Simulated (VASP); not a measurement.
# Cu (Fm-3m) in VASP: further runs

The runs below take Cu through single point, relaxation of cell and atoms, with PBE.

Program: VASP 6.6.1. These are calculated values, not measurements. Logs are shortened: lines on timing, memory, paths and dates and some standing lists are left out, and cuts for length are marked.

### Step 1. The cell of the first run

Symmetry: Fm-3m, No. 225, cubic system. The conventional cell has a = 3.630 Å, b = 3.630 Å, c = 3.630 Å, α = 90.00°, β = 90.00°, γ = 90.00°. Within 3.4 Å of Cu (site symmetry m-3m) lie 12 Cu at 2.57 Å.

### Step 2. Single point, PBE

INCAR

```
  ALGO = Fast
  EDIFF = 1E-6
  ENCUT = 520
  GGA = PE
  ISIF = 2
  ISMEAR = 1
  LASPH = T
  LCHARG = T
  LELF = T
  LREAL = F
  LVHAR = T
  LWAVE = F
  NBANDS = 12
  NELM = 60
  PREC = Accurate
  SIGMA = 0.1
```

KPOINTS

```
k-points
0
Gamma
  20 20 20
```

POSCAR

```
Cu
1.0
    0.0000000000      1.8148574474      1.8148574474
    1.8148574474      0.0000000000      1.8148574474
    1.8148574474      1.8148574474      0.0000000000
Cu
1
Direct
    0.0000000000      0.0000000000      0.0000000000
```

Potentials or basis: VASP PAW PBE potentials, release 64 (Cu).

Launch:

```console
> cat potpaw_PBE.64/Cu/POTCAR > POTCAR
> mpirun -np 1 vasp_std > vasp.out
```

OUTCAR:

```text
EDIFF = 1E-6
   ENCUT = 520
   GGA = PE
   ISIF = 2
   ISMEAR = 1
   LASPH = T
   LREAL = F
   NELM = 60
   PREC = Accurate

 ion  position               nearest neighbor table
   1  0.000  0.000  0.000-

  LATTYP: Found a face centered cubic cell.
 ALAT       =     3.6297148948

  Lattice vectors:

 A1 = (   0.0000000000,   1.8148574474,   1.8148574474)
 A2 = (   1.8148574474,   0.0000000000,   1.8148574474)
 A3 = (   1.8148574474,   1.8148574474,   0.0000000000)

Analysis of symmetry for initial positions (statically):
=====================================================================
 Subroutine PRICEL returns:
 Original cell was already a primitive cell.

 Routine SETGRP: Setting up the symmetry group for a
 face centered cubic supercell.

 Subroutine GETGRP returns: Found 48 space group operations
 (whereof 48 operations were pure point group operations)
 out of a pool of 48 trial point group operations.

The static configuration has the point symmetry O_h .

Analysis of symmetry for dynamics (positions and initial velocities):
=====================================================================
 Subroutine PRICEL returns:
 Original cell was already a primitive cell.

 Routine SETGRP: Setting up the symmetry group for a
 face centered cubic supercell.

 Subroutine GETGRP returns: Found 48 space group operations
 (whereof 48 operations were pure point group operations)
 out of a pool of 48 trial point group operations.

The dynamic configuration has the point symmetry O_h .

 Subroutine INISYM returns: Found 48 space group operations
 (whereof 48 operations are pure point group operations),
 and found     1 'primitive' translations

----------------------------------------------------------------------------------------

                                     Primitive cell

  volume of cell :      11.9552

  direct lattice vectors                    reciprocal lattice vectors
     0.000000000  1.814857447  1.814857447    -0.275503732  0.275503732  0.275503732
     1.814857447  0.000000000  1.814857447     0.275503732 -0.275503732  0.275503732
     1.814857447  1.814857447  0.000000000     0.275503732  0.275503732 -0.275503732

  length of vectors
     2.566596016  2.566596016  2.566596016     0.477186462  0.477186462  0.477186462

  position of ions in fractional coordinates (direct lattice)
     0.000000000  0.000000000  0.000000000

  ion indices of the primitive-cell ions
   primitive index   ion index
                 1           1

----------------------------------------------------------------------------------------

 KPOINTS: k-points

Automatic generation of k-mesh.
 Grid dimensions read from file:
 generate k-points for:   20   20   20

 Generating k-lattice:

  Cartesian coordinates                     Fractional coordinates (reciprocal lattice)
    -0.013775187  0.013775187  0.013775187     0.050000000  0.000000000  0.000000000
     0.013775187 -0.013775187  0.013775187     0.000000000  0.050000000  0.000000000
     0.013775187  0.013775187 -0.013775187     0.000000000  0.000000000  0.050000000

  Length of vectors
     0.023859323  0.023859323  0.023859323

  Shift w.r.t. Gamma in fractional coordinates (k-lattice)
     0.000000000  0.000000000  0.000000000

 Subroutine IBZKPT returns following result:
 ===========================================

 Found    256 irreducible k-points:

 Following reciprocal coordinates:
            Coordinates               Weight
  0.000000  0.000000  0.000000      1.000000
  0.050000  0.000000  0.000000      8.000000
  0.100000  0.000000  0.000000      8.000000
  0.150000  0.000000  0.000000      8.000000
  0.200000  0.000000  0.000000      8.000000
  0.250000  0.000000  0.000000      8.000000
[... 16 lines left out ...]
 -0.400000  0.050000  0.000000     24.000000
 -0.350000  0.050000  0.000000     24.000000
 [... further k-points ...]
   k-points           NKPTS =    256   k-points in BZ     NKDIM =    256   number of bands    NBANDS=     12
   number of dos      NEDOS =    301   number of ions     NIONS =      1
   total plane-waves  NPLWV =   8000
   dimension x,y,z NGX =    20 NGY =   20 NGZ =   20
   dimension x,y,z NGXF=    40 NGYF=   40 NGZF=   40
   ions per type =               1
   NGX,Y,Z   is equivalent  to a cutoff of  12.95, 12.95, 12.95 a.u.
   NGXF,Y,Z  is equivalent  to a cutoff of  25.91, 25.91, 25.91 a.u.
 SYSTEM =  unknown system
   PREC   = accura    normal or accurate (medium, high low for compatibility)
   ISTART =      0    job   : 0-new  1-cont  2-samecut
   ICHARG =      2    charge: 1-file 2-atom 10-const
   ISPIN  =      1    spin polarized calculation?
   LNONCOLLINEAR =      F non collinear calculations
   LSORBIT =      F    spin-orbit coupling
   LASPH  =      T    aspherical Exc in radial PAW
   ENCUT  =  520.0 eV  38.22 Ry    6.18 a.u.   4.77  4.77  4.77*2*pi/ulx,y,z
   NELM   =     60;   NELMIN=  2; NELMDL= -5     # of ELM steps
   EDIFF  = 0.1E-05   stopping-criterion for ELM
   LREAL  =      F    real-space projection
   EDIFFG = 0.1E-04   stopping-criterion for IOM
   NSW    =      0    number of steps for IOM
   IBRION =     -1    ionic relax: 0-MD 1-quasi-New 2-CG
   NFREE  =      0    steps in history (QN), initial steepest desc. (CG)
   ISIF   =      2    stress and relaxation
   ISYM   =      2    0-nonsym 1-usesym 2-fastsym
   POTIM  = 0.5000    time-step for ionic-motion
   TEBEG  =    0.0;   TEEND  =   0.0 temperature during run
   PSTRESS=    0.0 pullay stress
   NELECT =      11.0000    total number of electrons
   NUPDOWN=      -1.0000    fix difference up-down
   EMIN   =  10.00;   EMAX   =-10.00  energy-range for DOS
   EFERMI =   0.00;   METHOD = LEGACY
   ISMEAR =     1;   SIGMA  =   0.10  broadening in eV -4-tet -1-fermi 0-gaus
   EFERMI_NEDOS =   21; number of points for ismear=-14 and -15
   IALGO  =     68    algorithm
   IMIX   =      4    mixing-type and parameters
     AMIX     =   0.40;   BMIX     =  1.00
     AMIX_MAG =   1.60;   BMIX_MAG =  1.00
  volume/ion in A,a.u.               =      11.96        80.68
  Fermi-wavevector in a.u.,A,eV,Ry     =   1.592282  3.008976 34.495676  2.535361
  Thomas-Fermi vector in A             =   2.690691
   LORBIT       =      0    0 simple, 1 ext, 2 COOP (PROOUT), +10 PAW based schemes
   GGA     = PE    functional components
   LHFCALC =     F    Hartree Fock is set to
   AEXX    =    0.0000 exact exchange contribution
   IVDW    =     0    specifies the selected vdW correction
   LEPSILON=     F    determine dielectric tensor
   LRPA    =     F    only Hartree local field effects (RPA)
 non-spin polarized calculation
 RMM-DIIS sequential band-by-band and
 Methfessel and Paxton  Order N= 1 SIGMA  =   0.10
  energy-cutoff  :      520.00
  volume of cell :       11.96
 maximum number of plane-waves:       332
   NGX =  9   NGY =  9   NGZ =  9

 number of electron      10.9999997 magnetization

 Free energy of the ion-electron system (eV)
  ---------------------------------------------------
  ext. energy  EPLUGINS =         0.00000000
  ---------------------------------------------------
  free energy    TOTEN  =        -3.72872463 eV

  energy without entropy =       -3.72889050  energy(sigma->0) =       -3.72877992

 E-fermi :   7.4010     XC(G=0): -12.6551

 val. band max:        7.3902749009   @ k =   0.5000   0.2500   0.1000
 cond. band min:       7.4560298938   @ k =   0.5000   0.3500   0.1500
 fundamental gap:      0.0657549929
 Fermi energy:         7.4009753697

 k-point     1 :       0.0000    0.0000    0.0000
  band No.  band energies     occupation
      1      -1.8233      2.00000
      2       4.4473      2.00000
      3       4.4473      2.00000
      4       4.4473      2.00000
      5       5.2539      2.00000
      6       5.2539      2.00000
      7      29.9318      0.00000
      8      32.4818      0.00000
      9      32.4818      0.00000
     10      32.4818      0.00000
     11      34.9648      0.00000
     12      34.9648      0.00000

 k-point     2 :       0.0500    0.0000    0.0000
  band No.  band energies     occupation
      1      -1.7329      2.00000
      2       4.4282      2.00000
      3       4.4644      2.00000
      4       4.4644      2.00000
      5       5.2471      2.00000
      6       5.2471      2.00000
      7      29.4244      0.00000
      8      31.2706      0.00000
      9      32.1765      0.00000
     10      32.1765      0.00000
     11      35.3999      0.00000
     12      35.4001      0.00000

 k-point     3 :       0.1000    0.0000    0.0000
  band No.  band energies     occupation
      1      -1.4641      2.00000
      2       4.3753      2.00000
      3       4.5103      2.00000
      4       4.5103      2.00000
      5       5.2317      2.00000
      6       5.2317      2.00000
      7      27.3787      0.00000
      8      30.6481      0.00000
      9      31.5855      0.00000
     10      31.5855      0.00000
     11      36.3509      0.00000
     12      36.5114      0.00000
[... 286 lines left out ...]
 k-point    23 :      -0.4000    0.0500    0.0000
  band No.  band energies     occupation
      1       2.3151      2.00000
      2       4.4238      2.00000
      3       4.4691      2.00000
      4       5.1671      2.00000
      5       5.6903      2.00000
      6       6.1572      2.00000
      7      12.8039      0.00000
      8      27.1555      0.00000
      9      29.0808      0.00000
     10      29.6879      0.00000
     11      32.6403      0.00000
     12      34.0099      0.00000

 k-point    24 :      -0.3500    0.0500    0.0000
  band No.  band energies     occupation
      1       1.9658      2.00000
      2       4.4733      2.00000
      3       4.5124      2.00000
      4       4.6483      2.00000
      5       5.5639      2.00000
      6       5.8425      2.00000
      7      14.6451      0.00000
      8      27.0888      0.00000
      9      29.4858      0.00000
     10      30.3957      0.00000
     11      32.7271      0.00000
     12      34.4482      0.00000

 [... further k-points ...]

------------------------ aborting loop because EDIFF is reached ----------------------------------------

  FORCE on cell =-STRESS in cart. coord.  units (eV):
  Direction    XX          YY          ZZ          XY          YZ          ZX
  --------------------------------------------------------------------------------------
  -------------------------------------------------------------------------------------
  Total        0.0366941      0.0366941      0.0366941     -0.0000000      0.0000000      0.0000000
  in kB        4.9175519      4.9175519      4.9175519     -0.0000000      0.0000000      0.0000000
  external PRESSURE =       4.9175519 kB  Pullay stress =       0.0000000 kB

 VOLUME and BASIS-vectors are now :
 -----------------------------------------------------------------------------
  energy-cutoff  :      520.00
  volume of cell :       11.96
      direct lattice vectors                 reciprocal lattice vectors
     0.000000000  1.814857447  1.814857447    -0.275503732  0.275503732  0.275503732
     1.814857447  0.000000000  1.814857447     0.275503732 -0.275503732  0.275503732
     1.814857447  1.814857447  0.000000000     0.275503732  0.275503732 -0.275503732

 POSITION                                       TOTAL-FORCE (eV/Angst)
 -----------------------------------------------------------------------------------
      0.00000      0.00000      0.00000         0.000000      0.000000      0.000000
 -----------------------------------------------------------------------------------
    total drift:                               -0.000000     -0.000000     -0.000000

  FREE ENERGIE OF THE ION-ELECTRON SYSTEM (eV)
  ---------------------------------------------------
  free  energy   TOTEN  =        -3.7287246301 eV

  energy  without entropy=       -3.7288905036  energy(sigma->0) =       -3.72877992
```

Run time: 78 s. Hardware: 1 thread of AMD EPYC, shared host; peak memory 0.12 GiB.

Results:

```
Free energy : -3.7287 eV
Pressure    : 0.5 GPa
```

[end of part 1 of 2]
